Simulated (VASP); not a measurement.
Runs of VASP 6.6.1 on Pb. The structure is that of space group P6_3/mmc (No. 194), or close to it. The cells are those of the table. 

| cell | k mesh | gap on the mesh (eV) | pressure (GPa) |
| --- | --- | --- | --- |
| a = 3.490, b = 3.490, c = 5.722 Å, angles 90.0, 90.0, 120.0°, 2 atoms | 11 × 11 × 6 | none | (a) |
| a = 3.682, b = 3.682, c = 6.036 Å, angles 90.0, 90.0, 120.0°, 2 atoms | 11 × 11 × 6 | none | -2.5 |
| a = 3.589, b = 3.589, c = 5.884 Å, angles 90.0, 90.0, 120.0°, 2 atoms | 11 × 11 × 6 | none | (c) |
| a = 3.636, b = 3.636, c = 5.961 Å, angles 90.0, 90.0, 120.0°, 2 atoms | 11 × 11 × 6 | none | (b) |
| a = 3.727, b = 3.727, c = 6.110 Å, angles 90.0, 90.0, 120.0°, 2 atoms | 11 × 11 × 6 | none | -3.2 |
| a = 3.439, b = 3.439, c = 5.638 Å, angles 90.0, 90.0, 120.0°, 2 atoms | 11 × 11 × 6 | none | 5.9 |
| a = 3.540, b = 3.540, c = 5.804 Å, angles 90.0, 90.0, 120.0°, 2 atoms | 11 × 11 × 6 | none | 1.4 |
| a = 3.589, b = 3.589, c = 5.884 Å, angles 90.0, 90.0, 120.0°, 2 atoms | 10 × 10 × 6 | none | -0.1 |

Alike in all rows: task single point; level revPBE; potentials or basis VASP PAW PBE potentials, release 64 (Pb_d); no spin polarisation; cutoff (eV) 520; smearing fermi-dirac 0.1 eV.

Question: Estimate the missing entries.

Answer: (a) 3.4; (b) -1.5; (c) -0.2.

Caveats: the PAW data sets were made with another functional, which shifts forces and pressure a little; spin-orbit coupling is left out, which moves the levels of the heavy elements.

A k mesh can miss the band edges, and the runs leave out spin-orbit coupling on Pb.

A gap of «none» marks levels without a gap at the run's occupations.
